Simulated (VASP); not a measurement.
# Pt (Fm-3m) in VASP: relaxation of cell and atoms with LDA

Aim: the relaxation of cell and atoms of Pt with LDA.

Everything below comes from runs of VASP 6.6.1. Logs are shortened: lines on timing, memory, paths and dates and some standing lists are left out, and cuts for length are marked.

## 1. The cell of the first run

Symmetry: Fm-3m, No. 225, cubic system. The conventional cell has a = 3.893 Å, b = 3.893 Å, c = 3.893 Å, α = 90.00°, β = 90.00°, γ = 90.00°. Within 3.6 Å of Pt (site symmetry m-3m) lie 12 Pt at 2.75 Å.

## 2. Relaxation of cell and atoms, LDA

INCAR reads:

```
PREC     = Accurate       # precision mode
ENCUT    = 600            # plane-wave cutoff, eV
EDIFF    = 1E-6           # SCF threshold, eV
ISMEAR   = -1             # smearing method
SIGMA    = 0.15           # smearing width, eV
LREAL    = False          # projectors in reciprocal space
LASPH    = True           # aspherical terms in the spheres
NELM     = 60             # most SCF steps
ALGO     = Fast           # electronic algorithm
ISIF     = 3              # what is computed and relaxed
LWAVE    = False          # write WAVECAR
LCHARG   = False          # write CHGCAR
IBRION   = 2              # ionic algorithm
NSW      = 80             # ionic steps
EDIFFG   = -0.001         # ionic threshold
```

KPOINTS reads:

```
Automatic mesh
0
Gamma
  16 16 16
```

POSCAR reads:

```
Pt
1.0
    0.0000000000      1.9467426965      1.9467426965
    1.9467426965      0.0000000000      1.9467426965
    1.9467426965      1.9467426965      0.0000000000
Pt
1
Direct
    0.0000000000      0.0000000000      0.0000000000
```

Potentials or basis: VASP PAW LDA potentials, release 64 (Pt).

The run is started by

```bash
$ cat potpaw_LDA.64/Pt/POTCAR > POTCAR
$ mpirun -np 1 vasp_std > vasp.out
```

OUTCAR:

```text
PREC = Accurate
   ENCUT = 600
   EDIFF = 1E-6
   ISMEAR = -1
   LREAL = False
   LASPH = True
   NELM = 60
   ISIF = 3
   IBRION = 2
   NSW = 80
   EDIFFG = -0.001

 ion  position               nearest neighbor table
   1  0.000  0.000  0.000-

  LATTYP: Found a face centered cubic cell.
 ALAT       =     3.8934853930

  Lattice vectors:

 A1 = (   0.0000000000,   1.9467426965,   1.9467426965)
 A2 = (   1.9467426965,   0.0000000000,   1.9467426965)
 A3 = (   1.9467426965,   1.9467426965,   0.0000000000)

Analysis of symmetry for initial positions (statically):
=====================================================================
 Subroutine PRICEL returns:
 Original cell was already a primitive cell.

 Routine SETGRP: Setting up the symmetry group for a
 face centered cubic supercell.

 Subroutine GETGRP returns: Found 48 space group operations
 (whereof 48 operations were pure point group operations)
 out of a pool of 48 trial point group operations.

The static configuration has the point symmetry O_h .

Analysis of symmetry for dynamics (positions and initial velocities):
=====================================================================
 Subroutine PRICEL returns:
 Original cell was already a primitive cell.

 Routine SETGRP: Setting up the symmetry group for a
 face centered cubic supercell.

 Subroutine GETGRP returns: Found 48 space group operations
 (whereof 48 operations were pure point group operations)
 out of a pool of 48 trial point group operations.

The dynamic configuration has the point symmetry O_h .

 Subroutine INISYM returns: Found 48 space group operations
 (whereof 48 operations are pure point group operations),
 and found     1 'primitive' translations

----------------------------------------------------------------------------------------

                                     Primitive cell

  volume of cell :      14.7556

  direct lattice vectors                    reciprocal lattice vectors
     0.000000000  1.946742697  1.946742697    -0.256839284  0.256839284  0.256839284
     1.946742697  0.000000000  1.946742697     0.256839284 -0.256839284  0.256839284
     1.946742697  1.946742697  0.000000000     0.256839284  0.256839284 -0.256839284

  length of vectors
     2.753109924  2.753109924  2.753109924     0.444858689  0.444858689  0.444858689

  position of ions in fractional coordinates (direct lattice)
     0.000000000  0.000000000  0.000000000

[... 100 lines left out ...]
   GGA     = CA    functional components
   LHFCALC =     F    Hartree Fock is set to
   AEXX    =    0.0000 exact exchange contribution
   IVDW    =     0    specifies the selected vdW correction
   LEPSILON=     F    determine dielectric tensor
   LRPA    =     F    only Hartree local field effects (RPA)
 conjugate gradient relaxation of ions
 non-spin polarized calculation
 RMM-DIIS sequential band-by-band and
  energy-cutoff  :      600.00
  volume of cell :       14.76
 maximum number of plane-waves:       531
 NGX is ok and might be reduce to    24
   NGX = 11   NGY = 11   NGZ = 11

--------------------------------------- Ionic step        1  -------------------------------------------

 number of electron      10.0000000 magnetization

 number of electron       9.9999999 magnetization

 Free energy of the ion-electron system (eV)
  ---------------------------------------------------
  ext. energy  EPLUGINS =         0.00000000
  ---------------------------------------------------
  free energy    TOTEN  =        -7.56608551 eV

  energy without entropy =       -7.45918248  energy(sigma->0) =       -7.51263399

------------------------ aborting loop because EDIFF is reached ----------------------------------------

  FORCE on cell =-STRESS in cart. coord.  units (eV):
  Direction    XX          YY          ZZ          XY          YZ          ZX
  --------------------------------------------------------------------------------------
  -------------------------------------------------------------------------------------
  Total        0.1611283      0.1611283      0.1611283      0.0000000      0.0000000      0.0000000
  in kB       17.4955203     17.4955203     17.4955203      0.0000000      0.0000000      0.0000000
  external PRESSURE =      17.4955203 kB  Pullay stress =       0.0000000 kB
[... 86 lines left out ...]
  FREE ENERGIE OF THE ION-ELECTRON SYSTEM (eV)
  ---------------------------------------------------
  free  energy   TOTEN  =        -7.5665102855 eV

  energy  without entropy=       -7.4589502992  energy(sigma->0) =       -7.51273029

[... ionic steps 4 to 14 ...]

--------------------------------------- Ionic step       15  -------------------------------------------

 number of electron       9.9999999 magnetization

------------------------ aborting loop because EDIFF is reached ----------------------------------------
[... 65 lines left out ...]
--------------------------------------- Ionic step       17  -------------------------------------------

 number of electron       9.9999999 magnetization

 Free energy of the ion-electron system (eV)
  ---------------------------------------------------
  ext. energy  EPLUGINS =         0.00000000
  ---------------------------------------------------
  free energy    TOTEN  =        -7.56651112 eV

  energy without entropy =       -7.45892838  energy(sigma->0) =       -7.51271975

 E-fermi :  11.4766     XC(G=0): -13.7826

 val. band max:       11.4736770917   @ k =   0.5000   0.3125   0.0625
 cond. band min:      11.4825576976   @ k =   0.4375   0.1250   0.0000
 fundamental gap:      0.0088806059
 Fermi energy:        11.4765774691

 k-point     1 :       0.0000    0.0000    0.0000
  band No.  band energies     occupation
      1       1.0304      2.00000
      2       7.5413      2.00000
      3       7.5413      2.00000
      4       7.5413      2.00000
      5       9.7908      1.99997
      6       9.7908      1.99997
      7      26.0361      0.00000
      8      31.0478      0.00000
      9      31.0478      0.00000
[... 265 lines left out ...]
 k-point    24 :      -0.0625    0.0625    0.0000
  band No.  band energies     occupation
      1       1.4519      2.00000
      2       7.3345      2.00000
      3       7.6951      2.00000
      4       7.7412      2.00000
      5       9.5897      1.99999
      6       9.8175      1.99997
      7      26.6905      0.00000
      8      29.4745      0.00000
      9      31.1417      0.00000

 [... further k-points ...]
[... 5 lines left out ...]
  --------------------------------------------------------------------------------------
  -------------------------------------------------------------------------------------
  Total       -0.0009024     -0.0009024     -0.0009024      0.0000000      0.0000000     -0.0000000
  in kB       -0.0974505     -0.0974505     -0.0974505      0.0000000      0.0000000     -0.0000000
  external PRESSURE =      -0.0974505 kB  Pullay stress =       0.0000000 kB
[... 16 lines left out ...]
  FREE ENERGIE OF THE ION-ELECTRON SYSTEM (eV)
  ---------------------------------------------------
  free  energy   TOTEN  =        -7.5665111196 eV

  energy  without entropy=       -7.4589283805  energy(sigma->0) =       -7.51271975

 reached required accuracy - stopping structural energy minimisation
```

OSZICAR:

```text
N       E                     dE             d eps       ncg     rms          rms(c)
DAV:   1     0.411666077644E+02    0.41167E+02   -0.60775E+03  2650   0.117E+03
DAV:   2    -0.746923408207E+01   -0.48636E+02   -0.46668E+02  2739   0.202E+02
[... 83 lines left out ...]
DAV:   1    -0.756651113704E+01   -0.27388E-07   -0.42928E-07  1308   0.713E-03    0.992E-04
RMM:   2    -0.756651111934E+01    0.17702E-07   -0.79492E-09   309   0.160E-03
  16 F= -.75665111E+01 E0= -.75127167E+01  d E =-.108868E-07
       N       E                     dE             d eps       ncg     rms          rms(c)
DAV:   1    -0.756651126588E+01   -0.12884E-06   -0.33370E-06  2164   0.199E-02    0.293E-03
RMM:   2    -0.756651111961E+01    0.14626E-06   -0.20310E-07  1285   0.458E-03
  17 F= -.75665111E+01 E0= -.75127198E+01  d E =-.111639E-07
```

Run time: 75 s. Hardware: 1 thread of Intel Xeon Platinum 8259CL at 2.50GHz (Skylake/Cascade Lake), shared host; peak memory 0.15 GiB.

What came out:

| Quantity | Value |
| --- | --- |
| Free energy | -7.5665 eV |
| Relaxed volume | 14.84 Å³/atom |
| Relaxed cell | a = 2.758 Å, b = 2.758 Å, c = 2.758 Å, α = 60.00°, β = 60.00°, γ = 60.00° |
| Space group after relaxing (to 0.05 Å) | Fm-3m (No. 225) |
| Energy gained by relaxing | 0.4 meV/atom |
| Ionic steps | 17 |
| Pressure after relaxing | 0.0 GPa |
| Band gap on the k mesh | zero (band 5 reaches 11.97 eV, above the bottom of band 6 at 9.68 eV) |

The path:
```csv
step,energy change (eV),largest force (eV/Å),pressure (GPa),volume (Å³)
1,0.0000,0.0000,1.75,14.76
2,0.0039,0.0000,-4.86,15.10
3,-0.0004,0.0000,-0.08,14.83
4,-0.0004,0.0000,0.13,14.83
5,-0.0004,0.0000,0.09,14.83
6,-0.0004,0.0000,0.09,14.83
7,-0.0004,0.0000,0.03,14.84
8,-0.0004,0.0000,0.04,14.84
9,-0.0004,0.0000,0.03,14.84
10,-0.0004,0.0000,0.02,14.84
11,-0.0004,0.0000,-0.06,14.84
12,-0.0004,0.0000,-0.07,14.84
13,-0.0004,0.0000,-0.03,14.84
14,-0.0004,0.0000,-0.02,14.84
15,-0.0004,0.0000,-0.01,14.84
16,-0.0004,0.0000,-0.02,14.84
17,-0.0004,0.0000,-0.01,14.84
```

Final structure:
```yaml
crystal:
  lattice:
    - [0.00000, 1.95029, 1.95029]
    - [1.95029, 0.00000, 1.95029]
    - [1.95029, 1.95029, 0.00000]
  atoms:
    - { symbol: Pt, position: [0.00000, 0.00000, 0.00000] }
```

Caveat: spin-orbit coupling is left out, which moves the levels of the heavy elements.
